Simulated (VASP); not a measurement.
Write the native input for VASP 6.6.1 that does the following.

```
Task                   : single point
Functional             : r2SCAN
Potentials or basis    : VASP PAW PBE potentials, release 64 (Mg_sv, O)
Cutoff                 : 920 eV
k mesh                 : 12 × 12 × 12
Occupations            : gaussian, width 0.05 eV
Spin                   : no spin polarisation
Dipole correction      : no
Further INCAR settings : ALGO = Normal; EDIFF = 1e-06; NBANDS = 18
```

MgO2:

```
Mg O
1.0
     1.58069    0.91261    3.38916
    -1.58069    0.91261    3.38916
     0.00000   -1.82522    3.38916
Mg O
1 2
Direct
  0.00000 0.00000 0.00000
  0.42879 0.42879 0.42879
  0.57121 0.57121 0.57121
```

This cell differs from its parent crystal: strain -0.015 along x and y, -0.030 along z.

These files were run (other wordings do the same):

POSCAR

```
MgO2
1.0
    1.5806896008      0.9126115665      3.3891595087
   -1.5806896008      0.9126115665      3.3891595087
    0.0000000000     -1.8252231330      3.3891595087
Mg O
1 2
Direct
    0.0000000000      0.0000000000      0.0000000000
    0.4287860000      0.4287860000      0.4287860000
    0.5712140000      0.5712140000      0.5712140000
```

INCAR.step1

```
SYSTEM = MgO2
ALGO = Normal
EDIFF = 1E-5
ENCUT = 920
GGA = PE
GGA_COMPAT = .FALSE.
ISMEAR = 0
LASPH = .TRUE.
LCHARG = .FALSE.
LREAL = .FALSE.
LWAVE = .TRUE.
NBANDS = 18
NELM = 120
PREC = Accurate
SIGMA = 0.05
```

INCAR.step2

```
SYSTEM = MgO2
ALGO = Normal
EDIFF = 1E-6
ENCUT = 920
GGA_COMPAT = .FALSE.
ISIF = 2
ISMEAR = 0
ISTART = 1
LASPH = .TRUE.
LCHARG = .TRUE.
LELF = .TRUE.
LMIXTAU = .TRUE.
LREAL = .FALSE.
LVHAR = .TRUE.
LWAVE = .FALSE.
METAGGA = R2SCAN
NBANDS = 18
NELM = 120
PREC = Accurate
SIGMA = 0.05
```

KPOINTS

```
k-points
0
G
  12 12 12
  0 0 0
```

Potentials or basis: VASP PAW PBE potentials, release 64 (Mg_sv, O).

Run with:

```sh
$ cat potpaw_PBE.64/Mg_sv/POTCAR potpaw_PBE.64/O/POTCAR > POTCAR
$ cp INCAR.step1 INCAR
$ mpirun -np 1 vasp_std > vasp.out
$ cp INCAR.step2 INCAR
$ mpirun -np 1 vasp_std > vasp.out
```

It gave:

```
Pressure               : 5.1 GPa
Largest force          : 0.730 eV/Å
Band gap on the k mesh : 3.57 eV
```

Caveat: the cell differs from its parent crystal (strain -0.015 along x and y, -0.030 along z); the stress differs along the axes, from 1 to 14 GPa; the PAW data sets were made with another functional, which shifts forces and pressure a little.

Wall time 12 min on 1 thread of Intel(R) Xeon(R) Platinum 8488C (Sapphire Rapids) (shared host), peak memory 0.39 GiB.
